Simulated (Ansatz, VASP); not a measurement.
## Two plane-wave programs on CoSi

```
Co Si
1.0
     4.42646    0.00000    0.00000
     0.00000    4.42646    0.00000
     0.00000    0.00000    4.42646
Co Si
4 4
Direct
  0.14452 0.14452 0.14452
  0.35548 0.85548 0.64452
  0.64452 0.35548 0.85548
  0.85548 0.64452 0.35548
  0.84323 0.84323 0.84323
  0.65677 0.15677 0.34323
  0.34323 0.65677 0.15677
  0.15677 0.34323 0.65677
```

Alike in both runs: functional r2SCAN; k mesh 8 × 8 × 8; occupations gaussian, width 0.1 eV; no spin polarisation.

Ansatz relaxed the structure, and its values are those at the end. VASP's run is a single point on that final structure, the one shown.

|  | VASP | Ansatz |
| --- | --- | --- |
| version | VASP 6.6.1 | Ansatz 0.2.0 |
| potentials or method | VASP PAW PBE potentials, release 64 (Co, Si), cutoff 520 eV | scalar-relativistic, plane waves, PAW |
| valence electrons in the cell | 52 | 84 |

|  | VASP | Ansatz | Ansatz less VASP |
| --- | --- | --- | --- |
| gap on the k mesh at the Fermi level (eV) | none | none | - |
| pressure (GPa) | -6.7 | -6.8 | -0.10 |
| rms of the force components (eV/Å) | 0.003 | 0.003 | -0.0006 |

VASP's potentials were made for PBE, not for r2SCAN. A gap of «none» marks a metal or a gap that the smearing closes. VASP's potentials hold 52 valence electrons a cell and Ansatz's 84, so a difference there can come from the potentials and not from the codes. Ansatz's warnings: stress scf threshold loose.
